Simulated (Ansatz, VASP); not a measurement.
# InP in VASP and in Ansatz

INCAR

```
SYSTEM = InP
ALGO     = Normal         ! electronic algorithm
EDIFF    = 1E-7           ! SCF threshold, eV
ENCUT    = 520            ! plane-wave cutoff, eV
GGA      = PE             ! functional
ISIF     = 2              ! what is computed and relaxed
ISMEAR   = -1             ! smearing method
LASPH    = .TRUE.         ! aspherical terms in the spheres
LCHARG   = .FALSE.        ! write CHGCAR
LREAL    = .FALSE.        ! projectors in reciprocal space
LWAVE    = .FALSE.        ! write WAVECAR
NBANDS   = 16             ! bands
NELM     = 60             ! most SCF steps
PREC     = Accurate       ! precision mode
SIGMA    = 0.03           ! smearing width, eV
```

Contents of KPOINTS:

```
k-points
0
G
  3 3 3
  0 0 0
```

POSCAR

```
InP
1.0
    0.0000000000      2.9305000000      2.9305000000
    2.9305000000      0.0000000000      2.9305000000
    2.9305000000      2.9305000000      0.0000000000
In P
1 1
Direct
    0.0000000000      0.0000000000      0.0000000000
    0.7500000000      0.7500000000      0.7500000000
```

Input for Ansatz:

```yaml
crystal:
  lattice:
    - [0.0, 2.9305, 2.9305]
    - [2.9305, 0.0, 2.9305]
    - [2.9305, 2.9305, 0.0]
  atoms:
    - { symbol: In, position: [0.0, 0.0, 0.0] }
    - { symbol: P, position: [0.75, 0.75, 0.75] }
kpoints:
  mp_grid: { grid: [3, 3, 3] }
scf:
  occupations: { method: fermi_dirac, width: 0.03 }
hamiltonian:
  xc: pbe
  pseudopotentials: { kind: all_electron, lapw: { basis_error: 0.00025 } }
output:
  forces: true
  stress: true
  eigenvalues: true
```

Alike in both runs: task single point; functional PBE; k mesh 3 × 3 × 3; occupations fermi-dirac, width 0.03 eV; no spin polarisation.

```csv
,VASP,Ansatz
version,VASP 6.6.1,Ansatz 0.2.0
potentials or method,"VASP PAW PBE potentials, release 64 (In_d, P), cutoff 520 eV","all-electron LAPW, scalar-relativistic"
```

Ansatz gave:

```
pressure (GPa) : 4.2
```

**Question.** Estimate VASP's values.

**Answer.** Pressure (GPa): 4.1.

Ansatz ran all-electron here, and VASP with PAW potentials.

The k mesh is coarse, so the values compare programs but aren't converged.
